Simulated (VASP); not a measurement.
# BaSr2 (P6_3mc) in VASP: single point with PBE

Aim: the single point of BaSr2 with PBE.

Everything below comes from runs of VASP 6.6.1. Logs are shortened: lines on timing, memory, paths and dates and some standing lists are left out, and cuts for length are marked.

### 1 The cell of the first run

It takes space group P6_3mc (No. 186, hexagonal). Conventional cell: a = 5.418 Å, b = 5.418 Å, c = 7.655 Å, α = 90.00°, β = 90.00°, γ = 120.00°. Within 4.1 Å of Ba (site symmetry 3m) lie 10 Sr at 3.11 to 3.77 Å. Within 4.3 Å of Sr (site symmetry 3m) lie 8 Sr at 3.29 to 4.21 Å and 6 Ba at 3.57 to 3.77 Å. Within 4.3 Å of Sr (site symmetry 3m) lie 4 Ba at 3.11 to 3.21 Å and 6 Sr at 3.29 to 4.21 Å.

The cell was generated, and may not be a known phase.

### 2 Single point, PBE

Contents of INCAR:

```
ALGO = Normal
EDIFF = 1E-6
ENCUT = 520
GGA = PE
ISIF = 2
ISMEAR = 0
LASPH = True
LCHARG = False
LREAL = False
LWAVE = False
NBANDS = 39
NELM = 60
PREC = Accurate
SIGMA = 0.1
```

Contents of KPOINTS:

```
k-points
0
Gamma
  6 6 2
```

Contents of POSCAR:

```
BaSr2
1.0
    5.4181349300      0.0000000000      0.0000000000
   -2.7090674700      4.6922424900      0.0000000000
    0.0000000000      0.0000000000      7.6548331700
Ba Sr
2 4
Direct
    0.3333333300      0.6666666700      0.1722285700
    0.6666666700      0.3333333300      0.6722285700
    0.0000000000      0.0000000000      0.3981555600
    0.0000000000      0.0000000000      0.8981555600
    0.3333333300      0.6666666700      0.7660997900
    0.6666666700      0.3333333300      0.2660997900
```

Potentials or basis: VASP PAW PBE potentials, release 64 (Ba_sv, Sr_sv).

Command:

```bash
$ cat potpaw_PBE.64/Ba_sv/POTCAR potpaw_PBE.64/Sr_sv/POTCAR > POTCAR
$ mpirun -np 1 vasp_std > vasp.out
```

OUTCAR:

```text
EDIFF = 1E-6
   ENCUT = 520
   GGA = PE
   ISIF = 2
   ISMEAR = 0
   LASPH = True
   LREAL = False
   NELM = 60
   PREC = Accurate

 ion  position               nearest neighbor table
   1  0.333  0.667  0.172-   5 3.11   6 3.21   6 3.21   6 3.21   3 3.57   3 3.57   3 3.57   4 3.77
                             4 3.77   4 3.77   5 4.55
   2  0.667  0.333  0.672-   6 3.11   5 3.21   5 3.21   5 3.21   4 3.57   4 3.57   4 3.57   3 3.77
                             3 3.77   3 3.77   6 4.55
   3  0.000  0.000  0.398-   6 3.29   6 3.29   6 3.29   1 3.57   1 3.57   1 3.57   2 3.77   2 3.77
                             2 3.77   4 3.83   4 3.83   5 4.21   5 4.21   5 4.21
   4  0.000  0.000  0.898-   5 3.29   5 3.29   5 3.29   2 3.57   2 3.57   2 3.57   1 3.77   1 3.77
                             1 3.77   3 3.83   3 3.83   6 4.21   6 4.21   6 4.21
   5  0.333  0.667  0.766-   1 3.11   2 3.21   2 3.21   2 3.21   4 3.29   4 3.29   4 3.29   3 4.21
                             3 4.21   3 4.21   1 4.55   6 4.94   6 4.94   6 4.94   6 4.94   6 4.94
   6  0.667  0.333  0.266-   2 3.11   1 3.21   1 3.21   1 3.21   3 3.29   3 3.29   3 3.29   4 4.21
                             4 4.21   4 4.21   2 4.55   5 4.94   5 4.94   5 4.94   5 4.94   5 4.94

  LATTYP: Found a hexagonal cell.
 ALAT       =     5.4181349300
 C/A-ratio  =     1.4128170060

  Lattice vectors:

 A1 = (   5.4181349300,   0.0000000000,   0.0000000000)
 A2 = (  -2.7090674700,   4.6922424900,   0.0000000000)
 A3 = (   0.0000000000,   0.0000000000,   7.6548331700)

Analysis of symmetry for initial positions (statically):
=====================================================================
 Subroutine PRICEL returns:
 Original cell was already a primitive cell.

 Routine SETGRP: Setting up the symmetry group for a
 hexagonal supercell.

 Subroutine GETGRP returns: Found 12 space group operations
 (whereof  6 operations were pure point group operations)
 out of a pool of 24 trial point group operations.

The static configuration has the point symmetry C_3v.
 The point group associated with its full space group is C_6v.

Analysis of symmetry for dynamics (positions and initial velocities):
=====================================================================
 Subroutine PRICEL returns:
 Original cell was already a primitive cell.

 Routine SETGRP: Setting up the symmetry group for a
 hexagonal supercell.

 Subroutine GETGRP returns: Found 12 space group operations
 (whereof  6 operations were pure point group operations)
 out of a pool of 24 trial point group operations.

[... 101 lines left out ...]
   NSW    =      0    number of steps for IOM
   IBRION =     -1    ionic relax: 0-MD 1-quasi-New 2-CG
   NFREE  =      0    steps in history (QN), initial steepest desc. (CG)
   ISIF   =      2    stress and relaxation
   ISYM   =      2    0-nonsym 1-usesym 2-fastsym
   POTIM  = 0.5000    time-step for ionic-motion
   TEBEG  =    0.0;   TEEND  =   0.0 temperature during run
   PSTRESS=    0.0 pullay stress
   NELECT =      60.0000    total number of electrons
   NUPDOWN=      -1.0000    fix difference up-down
   EMIN   =  10.00;   EMAX   =-10.00  energy-range for DOS
   EFERMI =   0.00;   METHOD = LEGACY
   ISMEAR =     0;   SIGMA  =   0.10  broadening in eV -4-tet -1-fermi 0-gaus
   EFERMI_NEDOS =   21; number of points for ismear=-14 and -15
   IALGO  =     38    algorithm
   IMIX   =      4    mixing-type and parameters
     AMIX     =   0.40;   BMIX     =  1.00
     AMIX_MAG =   1.60;   BMIX_MAG =  1.00
  volume/ion in A,a.u.               =      32.44       218.88
  Fermi-wavevector in a.u.,A,eV,Ry     =   1.105953  2.089948 16.641715  1.223132
  Thomas-Fermi vector in A             =   2.242447
   LORBIT       =      0    0 simple, 1 ext, 2 COOP (PROOUT), +10 PAW based schemes
   GGA     = PE    functional components
   LHFCALC =     F    Hartree Fock is set to
   AEXX    =    0.0000 exact exchange contribution
   IVDW    =     0    specifies the selected vdW correction
   LEPSILON=     F    determine dielectric tensor
   LRPA    =     F    only Hartree local field effects (RPA)
 non-spin polarized calculation
 Gauss-broadening in eV      SIGMA  =   0.10
  energy-cutoff  :      520.00
  volume of cell :      194.61
 maximum number of plane-waves:      5286
   NGX = 21   NGY = 21   NGZ = 29

 number of electron      59.9999999 magnetization

 Free energy of the ion-electron system (eV)
  ---------------------------------------------------
  ext. energy  EPLUGINS =         0.00000000
  ---------------------------------------------------
  free energy    TOTEN  =        -3.72281773 eV

  energy without entropy =       -3.67850165  energy(sigma->0) =       -3.70065969

 E-fermi :   3.9319     XC(G=0):  -9.3806

 val. band max:        3.9190305073   @ k =   0.3333  -0.0000   0.0000
 cond. band min:       3.9645501203   @ k =   0.3333  -0.0000   0.5000
 fundamental gap:      0.0455196130
 Fermi energy:         3.9319106361

 k-point     1 :       0.0000    0.0000    0.0000
  band No.  band energies     occupation
      1     -32.0273      2.00000
      2     -32.0129      2.00000
      3     -31.7085      2.00000
      4     -31.6946      2.00000
      5     -24.2471      2.00000
      6     -24.2326      2.00000
[... 577 lines left out ...]
     38       5.7691      0.00000
     39       6.2634      0.00000

------------------------ aborting loop because EDIFF is reached ----------------------------------------

  FORCE on cell =-STRESS in cart. coord.  units (eV):
  Direction    XX          YY          ZZ          XY          YZ          ZX
  --------------------------------------------------------------------------------------
  -------------------------------------------------------------------------------------
  Total       18.2768202     18.2768202     10.2182773     -0.0000000      0.0000000      0.0000000
  in kB      150.4683736    150.4683736     84.1244564     -0.0000002      0.0000000      0.0000000
  external PRESSURE =     128.3537345 kB  Pullay stress =       0.0000000 kB

 VOLUME and BASIS-vectors are now :
 -----------------------------------------------------------------------------
  energy-cutoff  :      520.00
  volume of cell :      194.61
      direct lattice vectors                 reciprocal lattice vectors
     5.418134930  0.000000000  0.000000000     0.184565356  0.106558858  0.000000000
    -2.709067470  4.692242490  0.000000000     0.000000000  0.213117715  0.000000000
     0.000000000  0.000000000  7.654833170     0.000000000  0.000000000  0.130636420

 POSITION                                       TOTAL-FORCE (eV/Angst)
 -----------------------------------------------------------------------------------
     -0.00000      3.12816      1.31838         0.000000     -0.000000      0.420199
      2.70907      1.56408      5.14580        -0.000000     -0.000000      0.420199
      0.00000      0.00000      3.04781         0.000000      0.000000      0.778552
      0.00000      0.00000      6.87523         0.000000     -0.000000      0.778552
     -0.00000      3.12816      5.86437         0.000000     -0.000000     -1.198751
      2.70907      1.56408      2.03695        -0.000000      0.000000     -1.198751
 -----------------------------------------------------------------------------------
    total drift:                               -0.000037      0.000021      0.000646

  FREE ENERGIE OF THE ION-ELECTRON SYSTEM (eV)
  ---------------------------------------------------
  free  energy   TOTEN  =        -3.7228177270 eV

  energy  without entropy=       -3.6785016535  energy(sigma->0) =       -3.70065969
```

OSZICAR:

```text
N       E                     dE             d eps       ncg     rms          rms(c)
DAV:   1     0.429061519161E+03    0.42906E+03   -0.28737E+04  1092   0.140E+03
DAV:   2     0.233869682997E+02   -0.40567E+03   -0.39717E+03  1462   0.317E+02
DAV:   3    -0.225756674676E+01   -0.25645E+02   -0.24557E+02  1488   0.647E+01
DAV:   4    -0.404742545546E+01   -0.17899E+01   -0.17664E+01  1800   0.128E+01
DAV:   5    -0.408718468723E+01   -0.39759E-01   -0.39623E-01  1360   0.173E+00    0.293E+01
DAV:   6    -0.382011526007E+01    0.26707E+00   -0.26529E-01  1568   0.238E+00    0.175E+01
DAV:   7    -0.372278385055E+01    0.97331E-01   -0.42591E-01  1650   0.296E+00    0.103E+00
DAV:   8    -0.372253389374E+01    0.24996E-03   -0.36406E-02  1410   0.823E-01    0.408E-01
DAV:   9    -0.372283599031E+01   -0.30210E-03   -0.30211E-03  1513   0.271E-01    0.128E-01
DAV:  10    -0.372281512496E+01    0.20865E-04   -0.14437E-04  1592   0.627E-02    0.355E-02
DAV:  11    -0.372281954422E+01   -0.44193E-05   -0.35886E-05  1569   0.305E-02    0.968E-03
DAV:  12    -0.372281763666E+01    0.19076E-05   -0.33643E-06  1113   0.986E-03    0.309E-03
DAV:  13    -0.372281772696E+01   -0.90304E-07   -0.32210E-07   812   0.308E-03
   1 F= -.37228177E+01 E0= -.37006597E+01  d E =-.443161E-01
```

Wall time 2.6 min (1 thread of Intel Xeon 8259CL, shared host); peak memory 0.34 GiB.

What came out:

```yaml
Free_energy: -3.7228 eV
Pressure: 12.8 GPa
Largest_force: 1.199 eV/Å
Band_gap_on_the_k_mesh: zero (bands 30 and 31 overlap by 0.23 eV)
```

Forces in eV/Å, atoms in the order of the input:
```
Ba   0.000  0.000  0.420
Ba   0.000  0.000  0.420
Sr   0.000  0.000  0.779
Sr   0.000  0.000  0.779
Sr   0.000  0.000 -1.199
Sr   0.000  0.000 -1.199
```

Caveat: the k points lie up to 0.41 Å⁻¹ apart; spin-orbit coupling is left out, which moves the levels of the heavy elements; forces of over 1 eV/Å act on the atoms, so gaps and moduli don't describe the material at rest.

The gap in the log of VASP goes by the Fermi energy; the results here count the filled bands.